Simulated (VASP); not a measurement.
TiC:

```xyz
2
Lattice="0.0000 2.1593 2.1593 2.1593 0.0000 2.1593 2.1593 2.1593 0.0000" Properties=species:S:1:pos:R:3 pbc="T T T"
Ti    0.0000    0.0000    0.0000
C     2.1593    2.1593    2.1593
```

* Program: VASP 6.6.1
* Task: relaxation of cell and atoms
* Functional: PBEsol
* Potentials or basis: VASP PAW PBE potentials, release 64 (Ti_sv, C)
* Cutoff: 600 eV
* k mesh: 18 × 18 × 18
* Occupations: fermi-dirac, width 0.08 eV
* Spin: no spin polarisation

At the start: pressure -4.4 GPa; volume 10.07 Å³/atom.

Task: How do energy, volume and symmetry change on relaxing?

Result: Over 3 steps the energy falls by 2.4 meV/atom and the volume is 9.90 Å³/atom (-1.7 %); space group Fm-3m (No. 225, to 0.05 Å).

The path:
```tsv
step	energy change (eV)	largest force (eV/Å)	pressure (GPa)	volume (Å³)
1	0.0000	0.0000	-4.39	20.14
2	0.0042	0.0000	6.39	19.34
3	-0.0047	0.0000	-0.03	19.80
```

Final structure:
```
Ti C
1.0
     0.00000    2.14718    2.14718
     2.14718    0.00000    2.14718
     2.14718    2.14718    0.00000
Ti C
1 1
Direct
  0.00000 0.00000 0.00000
  0.50000 0.50000 0.50000
```

Caveat: the PAW data sets were made with another functional, which shifts forces and pressure a little.
